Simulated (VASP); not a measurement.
Runs of VASP 6.6.1 on SrO. The structure is that of space group Pm-3m (No. 221), or close to it. The cells are those of the table. 

| level | cell | smearing | gap on the mesh (eV) | pressure (GPa) |
| --- | --- | --- | --- | --- |
| PBE | a = 3.103, b = 3.103, c = 3.032 Å, 2 atoms | fermi-dirac 0.02 eV | 2.62 | 6.1 |
| PBE | a = 3.200, b = 3.200, c = 3.108 Å, 2 atoms | fermi-dirac 0.02 eV | (b) | -2.2 |
| r2SCAN | a = 3.103, b = 3.103, c = 3.032 Å, 2 atoms | gaussian 0.01 eV | 3.12 | (a) |
| r2SCAN | a = 3.200, b = 3.200, c = 3.108 Å, 2 atoms | gaussian 0.01 eV | 3.09 | -5.0 |

Alike in all rows: task single point; potentials or basis VASP PAW PBE potentials, release 64 (Sr_sv, O); no spin polarisation; k mesh 8 × 8 × 8; cutoff (eV) 520.

Task: Fill in the values left out.

Result: (a) 3.3; (b) 2.60.

Caveats: the PAW data sets were made with another functional, which shifts forces and pressure a little (some runs).

A k mesh can miss the band edges, and the runs leave out spin-orbit coupling on Sr.
